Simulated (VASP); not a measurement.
# HfTi9 in VASP: a series of runs

The runs below take HfTi9 through single point, with PBE.

Program: VASP 6.6.1. These are calculated values, not measurements. Logs are shortened: lines on timing, memory, paths and dates and some standing lists are left out, and cuts for length are marked.

## Step 1: The cell of the first run

The cell holds a disordered packing, 20 atoms: a = 7.226 Å, b = 7.213 Å, c = 7.415 Å, α = 90.43°, β = 86.38°, γ = 84.09°.

## Step 2: Single point, PBE

Input file INCAR:

```
PREC     = Accurate       # precision mode
ENCUT    = 400            # plane-wave cutoff, eV
EDIFF    = 1E-6           # SCF threshold, eV
ISMEAR   = -1             # smearing method
SIGMA    = 0.05           # smearing width, eV
LREAL    = Auto         
LASPH    = True           # aspherical terms in the spheres
NELM     = 120            # most SCF steps
ALGO     = Normal         # electronic algorithm
ISIF     = 2              # what is computed and relaxed
LWAVE    = False          # write WAVECAR
LCHARG   = False          # write CHGCAR
GGA      = PE             # functional
NBANDS   = 134            # bands
ISYM     = -1           
GGA_COMPAT= False
```

Input file KPOINTS:

```
explicit points
1
Reciprocal
  0.25000000   0.25000000   0.25000000 1
```

Input file POSCAR:

```
HfTi9
1.0
    7.2123050000      0.3730170000      0.2320640000
    0.3730170000      7.2034180000     -0.0335060000
    0.2320640000     -0.0335060000      7.4116840000
Ti Hf
18 2
Direct
    0.5132848745      0.4016768742      0.5513463127
    0.8472631713      0.6576448047      0.6529573800
    0.0613085357      0.6948515000      0.0354243638
    0.7254613742      0.4008607277      0.9048470997
    0.9319393759      0.9008603124      0.3561636797
    0.8945088322      0.0359949724      1.0012485354
    0.5404824897      0.0765071811      0.7375205043
    0.5103935142      0.8387672637      0.3889351968
    0.4004376719      0.4729034235      0.0993879305
    0.0429663019      0.3567404187      0.1638069044
    0.1650321427      0.3698101564      0.7910204806
    0.6599061598      0.7627989927      0.0322691685
    0.1254053203      0.9002156425      0.7111824472
    0.7435108864      0.5370921236      0.3146383060
    0.4362738221      0.7117328824      0.7398677377
    0.6045000082      0.1437132647      0.2648927783
    0.1843593556      0.5948702292      0.4395657657
    0.8788261014      0.2485506410      0.5674576840
    0.3029217428      0.9863895535      0.0672483793
    0.2338581126      0.1826448338      0.4514157172
```

Potentials or basis: VASP PAW PBE potentials, release 64 (Ti_sv, Hf_pv).

On the command line:

```
> cat potpaw_PBE.64/Ti_sv/POTCAR potpaw_PBE.64/Hf_pv/POTCAR > POTCAR
> mpirun -np 1 vasp_std > vasp.out
```

OUTCAR:

```text
PREC = Accurate
   ENCUT = 400
   EDIFF = 1E-6
   ISMEAR = -1
   LREAL = Auto
   LASPH = True
   NELM = 120
   ISIF = 2
   GGA = PE
   ISYM = -1

 ion  position               nearest neighbor table
   1  0.513  0.402  0.551-  14 2.61  15 2.62   7 2.73  18 2.77  17 2.80  16 2.81  20 2.82
   2  0.847  0.658  0.653-   4 2.81  17 2.81  14 2.82  13 2.85   5 2.90
   3  0.061  0.695  0.035-  10 2.64   6 2.65   5 2.85   9 2.85  13 2.87  19 2.89  12 2.89
   4  0.725  0.401  0.905-   9 2.68  12 2.75   2 2.81  18 2.84   6 2.90
   5  0.932  0.901  0.356-  17 2.81   6 2.83   3 2.85   2 2.90  16 2.91  20 3.24
   6  0.895  0.036  0.001-   3 2.65  12 2.73  13 2.75  16 2.82   5 2.83   4 2.90  19 3.01
   7  0.540  0.077  0.738-   1 2.73  15 2.81  19 3.01  20 3.20
   8  0.510  0.839  0.389-  16 2.53  14 2.64  15 2.80  12 2.82  20 3.03  19 3.04
   9  0.400  0.473  0.099-   4 2.68  10 2.81   3 2.85
  10  0.043  0.357  0.164-  14 2.59   3 2.64   9 2.81  20 2.84  11 2.85  19 3.15
  11  0.165  0.370  0.791-  20 2.84  10 2.85
  12  0.660  0.763  0.032-  14 2.72   6 2.73   4 2.75   8 2.82  15 2.83   3 2.89  19 2.89
  13  0.125  0.900  0.711-  15 2.52   6 2.75   2 2.85   3 2.87  20 2.94  19 3.09
  14  0.744  0.537  0.315-  10 2.59   1 2.61   8 2.64  12 2.72   2 2.82
  15  0.436  0.712  0.740-  13 2.52   1 2.62   8 2.80   7 2.81  12 2.83  19 3.16
  16  0.605  0.144  0.265-   8 2.53   1 2.81   6 2.82   5 2.91  20 2.92  19 3.01
  17  0.184  0.595  0.440-   1 2.80   5 2.81   2 2.81  20 2.96
  18  0.879  0.249  0.567-  20 2.65   1 2.77   4 2.84
  19  0.303  0.986  0.067-   3 2.89  12 2.89   6 3.01   7 3.01  16 3.01   8 3.04  13 3.09  10 3.15
                            20 3.16  15 3.16
  20  0.234  0.183  0.451-  18 2.65   1 2.82  11 2.84  10 2.84  16 2.92  13 2.94  17 2.96   8 3.03
                            19 3.16   7 3.20   5 3.24

IMPORTANT INFORMATION: All symmetrisations will be switched off!
NOSYMM: (Re-)initialisation of all symmetry stuff for point group C_1.

----------------------------------------------------------------------------------------

                                     Primitive cell

  volume of cell :     383.6280

  direct lattice vectors                    reciprocal lattice vectors
     7.212305000  0.373017000  0.232064000     0.139166959 -0.007226949 -0.004390067
     0.373017000  7.203418000 -0.033506000    -0.007226949  0.139201202  0.000855567
     0.232064000 -0.033506000  7.411684000    -0.004390067  0.000855567  0.135063427

  length of vectors
     7.225672204  7.213147386  7.415391835     0.139423613  0.139391303  0.135137464

  position of ions in fractional coordinates (direct lattice)
     0.513284875  0.401676874  0.551346313
     0.847263171  0.657644805  0.652957380
     0.061308536  0.694851500  0.035424364
     0.725461374  0.400860728  0.904847100
     0.931939376  0.900860312  0.356163680
[... 78 lines left out ...]
   PSTRESS=    0.0 pullay stress
   NELECT =     236.0000    total number of electrons
   NUPDOWN=      -1.0000    fix difference up-down
   EMIN   =  10.00;   EMAX   =-10.00  energy-range for DOS
   EFERMI =   0.00;   METHOD = LEGACY
   ISMEAR =    -1;   SIGMA  =   0.05  broadening in eV -4-tet -1-fermi 0-gaus
   EFERMI_NEDOS =   21; number of points for ismear=-14 and -15
   IALGO  =     38    algorithm
   IMIX   =      4    mixing-type and parameters
     AMIX     =   0.40;   BMIX     =  1.00
     AMIX_MAG =   1.60;   BMIX_MAG =  1.00
  volume/ion in A,a.u.               =      19.18       129.44
  Fermi-wavevector in a.u.,A,eV,Ry     =   1.392330  2.631122 26.376009  1.938582
  Thomas-Fermi vector in A             =   2.516083
   LORBIT       =      0    0 simple, 1 ext, 2 COOP (PROOUT), +10 PAW based schemes
   GGA     = PE    functional components
   LHFCALC =     F    Hartree Fock is set to
   AEXX    =    0.0000 exact exchange contribution
   IVDW    =     0    specifies the selected vdW correction
   LEPSILON=     F    determine dielectric tensor
   LRPA    =     F    only Hartree local field effects (RPA)
 non-spin polarized calculation
  energy-cutoff  :      400.00
  volume of cell :      383.63
 maximum number of plane-waves:      6956
 NGX is ok and might be reduce to    48
   NGX = 23   NGY = 23   NGZ = 25

 number of electron     236.0000015 magnetization

 Free energy of the ion-electron system (eV)
  ---------------------------------------------------
  ext. energy  EPLUGINS =         0.00000000
  ---------------------------------------------------
  free energy    TOTEN  =      -156.61499435 eV

  energy without entropy =     -156.37217316  energy(sigma->0) =     -156.49358376

 E-fermi :   6.9525     XC(G=0): -11.0945

 val. band max:        6.9309599693   @ k =   0.2500   0.2500   0.2500
 cond. band min:       6.9883155479   @ k =   0.2500   0.2500   0.2500
 fundamental gap:      0.0573555786
 Fermi energy:         6.9524569076

 k-point     1 :       0.2500    0.2500    0.2500
  band No.  band energies     occupation
      1     -49.9711      2.00000
      2     -49.8980      2.00000
      3     -49.8089      2.00000
      4     -49.7918      2.00000
      5     -49.7402      2.00000
      6     -49.7177      2.00000
[... 122 lines left out ...]
    129       7.6624      0.00000
    130       7.7075      0.00000
 [bands above 130 left out]

------------------------ aborting loop because EDIFF is reached ----------------------------------------

  FORCE on cell =-STRESS in cart. coord.  units (eV):
  Direction    XX          YY          ZZ          XY          YZ          ZX
  --------------------------------------------------------------------------------------
  -------------------------------------------------------------------------------------
  Total      -12.7907743    -12.9734175    -12.7784099     -3.6079419     -0.2400874     -2.2221964
  in kB      -53.4191746    -54.1819626    -53.3675364    -15.0681481     -1.0026970     -9.2807438
  external PRESSURE =     -53.6562245 kB  Pullay stress =       0.0000000 kB

 VOLUME and BASIS-vectors are now :
 -----------------------------------------------------------------------------
  energy-cutoff  :      400.00
  volume of cell :      383.63
      direct lattice vectors                 reciprocal lattice vectors
     7.212305000  0.373017000  0.232064000     0.139166959 -0.007226949 -0.004390067
     0.373017000  7.203418000 -0.033506000    -0.007226949  0.139201202  0.000855567
     0.232064000 -0.033506000  7.411684000    -0.004390067  0.000855567  0.135063427

 POSITION                                       TOTAL-FORCE (eV/Angst)
 -----------------------------------------------------------------------------------
      3.97975      3.06644      4.19206        -0.115199     -0.005061      0.765339
      6.50756      5.03146      5.01410        -0.310260      0.103646      0.587560
      0.70959      5.02699      0.25350         0.185147     -0.664692     -0.484969
      5.59176      3.12786      6.86136         0.050540     -0.246589     -0.131972
      7.14012      6.82497      2.82586         0.195000     -0.079898     -0.392054
      6.46519      0.59291      0.21563        -0.133335      0.935888     -0.028503
[... 12 lines left out ...]
      2.56831      7.21612      0.53567        -0.348811      0.122580     -0.468672
      1.85954      1.38777      3.39390         0.681453     -0.568603     -0.037266
 -----------------------------------------------------------------------------------
    total drift:                               -0.001524      0.000911     -0.001093

  FREE ENERGIE OF THE ION-ELECTRON SYSTEM (eV)
  ---------------------------------------------------
  free  energy   TOTEN  =      -156.6149943520 eV

  energy  without entropy=     -156.3721731606  energy(sigma->0) =     -156.49358376
```

Wall time 85 s (1 thread of AMD EPYC 9R45 (Zen 5), shared host); peak memory 0.3 GiB.

Results:

| Quantity | Value |
| --- | --- |
| Free energy | -156.6150 eV |
| Pressure | -5.4 GPa |
| Largest force | 1.102 eV/Å |

Forces in eV/Å, atoms in the order of the input:
```
Ti  -0.115 -0.005  0.765
Ti  -0.310  0.104  0.588
Ti   0.185 -0.665 -0.485
Ti   0.051 -0.247 -0.132
Ti   0.195 -0.080 -0.392
Ti  -0.133  0.936 -0.029
Ti   0.644 -0.104 -0.336
Ti  -0.436 -0.722  0.710
Ti   0.024  0.025 -0.062
Ti  -0.094 -0.272 -0.355
Ti   0.253 -0.038  0.288
Ti   0.066  0.032 -0.314
Ti  -0.505  0.696 -0.235
Ti  -0.211 -0.178 -0.326
Ti   0.473 -0.204  0.795
Ti   0.231  0.820 -0.324
Ti  -0.038  0.343 -0.211
Ti  -0.612  0.003  0.561
Hf  -0.349  0.123 -0.469
Hf   0.681 -0.569 -0.037
```

Stress tensor (GPa, compression positive):
```
-5.34 -1.51 -0.93
-1.51 -5.42 -0.10
-0.93 -0.10 -5.34
```

Caveat: the atoms stand as in a frame of molecular dynamics; spin-orbit coupling is left out, which moves the levels of the heavy elements.

## Step 3: Single point, PBE

Input file INCAR:

```
SYSTEM = HfTi9
ALGO     = Normal         ! electronic algorithm
EDIFF    = 1E-6           ! SCF threshold, eV
ENCUT    = 400            ! plane-wave cutoff, eV
GGA      = PE             ! functional
GGA_COMPAT= .False.      
ISIF     = 2              ! what is computed and relaxed
ISMEAR   = -1             ! smearing method
ISYM     = -1           
LASPH    = .True.         ! aspherical terms in the spheres
LCHARG   = .False.        ! write CHGCAR
LREAL    = Auto         
LWAVE    = .False.        ! write WAVECAR
NBANDS   = 134            ! bands
NELM     = 120            ! most SCF steps
PREC     = Accurate       ! precision mode
SIGMA    = 0.05           ! smearing width, eV
```

KPOINTS is that of step 2.

Input file POSCAR:

```
HfTi9
1.0
    7.2123050000      0.3730170000      0.2320640000
    0.3730170000      7.2034180000     -0.0335060000
    0.2320640000     -0.0335060000      7.4116840000
Ti Hf
18 2
Direct
    0.5027397715      0.4045977852      0.5704485851
    0.8286215335      0.6654484479      0.6697082995
    0.0618436985      0.6891017387      0.0058980316
    0.7213882966      0.4019286197      0.9157748451
    0.9378750317      0.8775560293      0.3267542654
    0.8954798291      0.0574571316      1.0039078201
    0.5531294331      0.0502791713      0.7187837778
    0.5112762022      0.8231162943      0.4065375067
    0.3965834788      0.5031080890      0.1011234952
    0.0274945241      0.3640949333      0.1553429525
    0.1697237335      0.3646061608      0.7980486925
    0.6608150995      0.7830851153      0.0164949902
    0.1105357872      0.9137162212      0.7077121203
    0.7176459792      0.5192134205      0.2902599421
    0.4308232956      0.7034145651      0.7580598459
    0.5959164487      0.1659927033      0.2460989968
    0.1643915472      0.5972274664      0.4428736227
    0.8533664042      0.2518816248      0.5623711055
    0.2975331908      0.9820882855      0.0695508750
    0.2380103212      0.1794982373      0.4491652155
```

Potentials or basis: VASP PAW PBE potentials, release 64 (Ti_sv, Hf_pv).

On the command line:

```
> cat potpaw_PBE.64/Ti_sv/POTCAR potpaw_PBE.64/Hf_pv/POTCAR > POTCAR
> mpirun -np 1 vasp_std > vasp.out
```

Wall time 90 s (1 thread of AMD EPYC 9R45 (Zen 5), shared host); peak memory 0.3 GiB.

It converged, with:

* Free energy: -157.0812 eV
* Pressure: -5.5 GPa
* Largest force: 0.798 eV/Å

Forces on the atoms (eV/Å):
```
Ti  -0.149 -0.041 -0.091
Ti  -0.075  0.169 -0.603
Ti  -0.123 -0.079 -0.401
Ti  -0.069 -0.127 -0.489
Ti  -0.055  0.605  0.428
Ti   0.272 -0.075 -0.086
Ti   0.350  0.290  0.287
Ti  -0.410  0.275 -0.293
Ti  -0.588 -0.257  0.113
Ti   0.600 -0.313  0.372
Ti  -0.100 -0.274  0.020
Ti   0.233 -0.353  0.108
Ti  -0.483  0.482 -0.415
Ti   0.022  0.534  0.353
Ti   0.112  0.356  0.433
Ti   0.096 -0.103  0.427
Ti   0.199 -0.153  0.345
Ti   0.463 -0.432  0.140
Hf  -0.418 -0.010 -0.521
Hf   0.124 -0.494 -0.130
```

Stress tensor (GPa, compression positive):
```
-5.53 -1.07 -1.31
-1.07 -5.73  0.15
-1.31  0.15 -5.22
```

Levels at points of the mesh, in eV from the Fermi level:
```tsv
k point	band 114	band 115	band 116	band 117	band 118	band 119	band 120	band 121	band 122	band 123
(0.25, 0.25, 0.25)	-0.28	-0.21	-0.16	-0.10	-0.03	0.02	0.13	0.16	0.29	0.35
```

Caveat: the atoms stand as in a frame of molecular dynamics; spin-orbit coupling is left out, which moves the levels of the heavy elements.
